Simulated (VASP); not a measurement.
Wanted: the native input for a VASP 6.6.1 run.

- Task: single point
- Functional: PBEsol
- Potentials or basis: VASP PAW PBE potentials, release 64 (As, In_d, H)
- Cutoff: 520 eV
- k mesh: 9 × 9 × 1
- Occupations: gaussian, width 0.1 eV
- Spin: no spin polarisation
- Dipole correction: yes
- Further INCAR settings: ALGO = Normal; EDIFF = 1e-06; NBANDS = 38

The structure of In3As3H2 lies in POSCAR:

```
In3As3H2
1.0
    4.3044884350      0.0000000000      0.0000000000
   -2.1522442175      3.7277963350      0.0000000000
    0.0000000000      0.0000000000     26.9078502021
As In H
3 3 2
Direct
    0.0000000000      0.0000000000      0.3158929434
    0.3333333333      0.6666666667      0.4465091042
    0.6725367532      0.3355697633      0.5791569154
    0.3333333333      0.6666666667      0.3485469836
    0.6666635456      0.3333503916      0.4767703449
    0.0063660955      0.0024536996      0.6074234830
   -0.2044286464     -0.1557782358      0.7194151250
   -0.2514190920     -0.1772140353      0.7469588557
```

One way to write it, as run:

INCAR

```
PREC = Accurate ; ENCUT = 520
EDIFF = 1E-6 ; ISMEAR = 0
SIGMA = 0.1 ; LREAL = False
LASPH = True ; NELM = 60
ALGO = Normal ; ISIF = 2
LWAVE = False ; LCHARG = False
LDIPOL = True ; IDIPOL = 3
DIPOL = 0.5 0.5 0.530 ; GGA = PS
NBANDS = 38
```

KPOINTS

```
Automatic mesh
0
Gamma
  9 9 1
```

Potentials or basis: VASP PAW PBE potentials, release 64 (As, In_d, H).

Command:

```sh
$ cat potpaw_PBE.64/As/POTCAR potpaw_PBE.64/In_d/POTCAR potpaw_PBE.64/H/POTCAR > POTCAR
$ mpirun -np 1 vasp_std > vasp.out
```

It gave:

```
Largest force          : 0.537 eV/Å
Band gap on the k mesh : zero (bands 28 and 29 overlap by 0.18 eV)
```

Caveat: the PAW data sets were made with another functional, which shifts forces and pressure a little; spin-orbit coupling is left out, which moves the levels of the heavy elements.

Wall time 15 min on 1 thread of Intel(R) Xeon(R) 6975P-C (Granite Rapids), with other jobs on the host, peak memory 0.84 GiB.
